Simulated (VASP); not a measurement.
La: single point with revPBE

La:

```xyz
2
Lattice="3.9384 0.0000 0.0000 -1.9692 3.4108 0.0000 0.0000 0.0000 6.3212" Properties=species:S:1:pos:R:3 pbc="T T T"
La    0.0000    2.2739    1.5803
La    1.9692    1.1369    4.7409
```

```json
{
 "Program": "VASP 6.6.1",
 "Task": "single point",
 "Functional": "revPBE",
 "Potentials or basis": "VASP PAW PBE potentials, release 64 (La)",
 "Cutoff": "520 eV",
 "k mesh": "11 × 11 × 6",
 "Occupations": "fermi-dirac, width 0.1 eV",
 "Spin": "no spin polarisation"
}
```

```json
{"Pressure": "-1.7 GPa", "Band gap on the k mesh": "zero (bands 11 and 12 overlap by 1.29 eV)"}
```

Stress tensor (GPa, compression positive):
```
-1.61  0.00  0.00
 0.00 -1.61  0.00
 0.00  0.00 -1.83
```

Levels at points of the mesh, in eV from the Fermi level:
```
           k point  band 8  band 9  band 10  band 11  band 12  band 13  band 14  band 15
(0.00, 0.00, 0.00)  -16.29   -3.19    -1.58     1.06     1.24     1.24     1.36     1.40
(0.00, 0.00, 0.50)  -16.39   -1.97    -1.97     0.53     0.53     1.28     1.28     1.28
```

Wall time 86 s on 1 thread of Intel(R) Xeon(R) 6975P-C (Granite Rapids) (shared host), peak memory 0.26 GiB.

Caveat: the PAW data sets were made with another functional, which shifts forces and pressure a little; spin-orbit coupling is left out, which moves the levels of the heavy elements.
